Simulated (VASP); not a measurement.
Set up this calculation in VASP 6.6.1, as the native input.

* Task: single point
* Functional: PBE
* Dispersion: D3(BJ)
* Potentials or basis: VASP PAW PBE potentials, release 64 (Ca_sv)
* Cutoff: 450 eV
* k mesh: 4 × 4 × 1
* Occupations: gaussian, width 0.1 eV
* Spin: no spin polarisation
* Dipole correction: yes
* Second try: not_converged
* Further INCAR settings: ALGO = Normal; EDIFF = 1e-06; NBANDS = 72; AMIX = 0.1; BMIX = 0.0001; NELMDL = -8

The structure of Ca lies in POSCAR:

```
Ca
1.0
    7.6870051148      0.0000000000      0.0000000000
    0.0000000000      7.6870051148      0.0000000000
    0.0000000000      0.0000000000     22.4355334437
Ca
12
Direct
    0.2500000000      0.2500000000      0.3788632894
    0.2500000000      0.7500000000      0.3788632894
    0.7500000000      0.2500000000      0.3788632894
    0.7500000000      0.7500000000      0.3788632894
    0.5000000000      0.5000000000      0.4983377390
    0.5000000000      0.0000000000      0.4983377390
    0.0000000000      0.5000000000      0.4983377390
    0.0000000000      0.0000000000      0.4983377390
    0.7500000000      0.7500000000      0.6178478398
    0.7500000000      0.2500000000      0.6178478398
    0.2500000000      0.7500000000      0.6178478398
    0.2500000000      0.2500000000      0.6178478398
```

One way to write it, as run:

INCAR

```
SYSTEM = Ca
ALGO     = Normal         ! electronic algorithm
AMIX     = 0.1          
AMIX_MAG = 0.4          
BMIX     = 1E-4         
BMIX_MAG = 1E-4         
DIPOL    = 0.5 0.5 0.498
EDIFF    = 1E-6           ! SCF threshold, eV
ENCUT    = 450            ! plane-wave cutoff, eV
GGA      = PE             ! functional
GGA_COMPAT= .False.      
IDIPOL   = 3            
ISIF     = 2              ! what is computed and relaxed
ISMEAR   = 0              ! smearing method
IVDW     = 12             ! dispersion correction
KPAR     = 4            
LASPH    = .True.         ! aspherical terms in the spheres
LCHARG   = .False.        ! write CHGCAR
LDIPOL   = .True.       
LREAL    = .False.        ! projectors in reciprocal space
LWAVE    = .False.        ! write WAVECAR
NBANDS   = 72             ! bands
NELM     = 300            ! most SCF steps
NELMDL   = -8           
PREC     = Accurate       ! precision mode
SIGMA    = 0.1            ! smearing width, eV
```

KPOINTS

```
k-points
0
Gamma
  4 4 1
  0 0 0
```

Potentials or basis: VASP PAW PBE potentials, release 64 (Ca_sv).

The run is started by

```sh
$ cat potpaw_PBE.64/Ca_sv/POTCAR > POTCAR
$ mpirun -np 4 vasp_std > vasp.out
```

It gave:

```json
{
 "Largest force": "0.006 eV/Å",
 "Band gap on the k mesh": "zero (bands 60 and 61 overlap by 0.07 eV)",
 "Dispersion energy per atom": "-0.168 eV"
}
```

Wall time 6.4 min on 4 MPI ranks on AMD EPYC 7R43 64-Core Processor (Zen 3), on a shared host, peak memory 1 GiB a rank.
